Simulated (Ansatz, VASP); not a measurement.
Hg3Pt in VASP and in Ansatz

The input INCAR:

```
SYSTEM = Hg3Pt
  PREC = Accurate
  ENCUT = 520
  EDIFF = 1E-6
  ISMEAR = -1
  SIGMA = 0.05
  LREAL = .False.
  LASPH = .True.
  NELM = 80
  ALGO = Normal
  ISIF = 2
  LWAVE = .False.
  LCHARG = .False.
  GGA = PE
  NBANDS = 31
```

The input KPOINTS:

```
Automatic mesh
0
Gamma
  6 6 6
  0 0 0
```

The input POSCAR:

```
Hg3Pt
1.0
    4.2555385448      0.0000000000      0.0000000000
    0.0000000000      4.2555385448      0.0000000000
    0.0000000000      0.0000000000      4.2555385448
Hg Pt
3 1
Direct
    0.5000000000      0.5000000000      0.0000000000
    0.5000000000      0.0000000000      0.5000000000
    0.0000000000      0.5000000000      0.5000000000
    0.0000000000      0.0000000000      0.0000000000
```

File input.yaml:

```yaml
crystal:
  lattice:
    - [4.2555385448, 0.0, 0.0]
    - [0.0, 4.2555385448, 0.0]
    - [0.0, 0.0, 4.2555385448]
  atoms:
    - { symbol: Hg, position: [0.5, 0.5, 0.0] }
    - { symbol: Hg, position: [0.5, 0.0, 0.5] }
    - { symbol: Hg, position: [0.0, 0.5, 0.5] }
    - { symbol: Pt, position: [0.0, 0.0, 0.0] }
hamiltonian:
  xc: pbe
  pseudopotentials: { kind: paw }
kpoints:
  mp_grid: { grid: [6, 6, 6] }
scf:
  occupations: { method: fermi_dirac, width: 0.05 }
output:
  forces: true
  stress: true
  eigenvalues: true
  write_density: true
  write_potential: true
  elf: true
  volumetric_format: npy
```

Alike in both runs: task single point; functional PBE; k mesh 6 × 6 × 6; occupations fermi-dirac, width 0.05 eV; no spin polarisation.

|  | VASP | Ansatz |
| --- | --- | --- |
| version | VASP 6.6.1 | Ansatz 0.2.0 |
| potentials or method | VASP PAW PBE potentials, release 64 (Hg, Pt) | Ansatz PAW |
| plane-wave cutoff (eV) | 520 | 420 |
| valence electrons in the cell | 46 | 78 |

Ansatz gave:

```
gap on the k mesh at the Fermi level (eV) : none
pressure (GPa)                            : 4.6
```

Which values does VASP return?

gap on the k mesh at the Fermi level (eV): none; pressure (GPa): 5.4.

A gap of «none» marks a metal or a gap that the smearing closes. VASP's potentials hold 46 valence electrons a cell and Ansatz's 78, so a difference there can come from the potentials and not from the codes.

Neither program's run includes spin-orbit coupling.
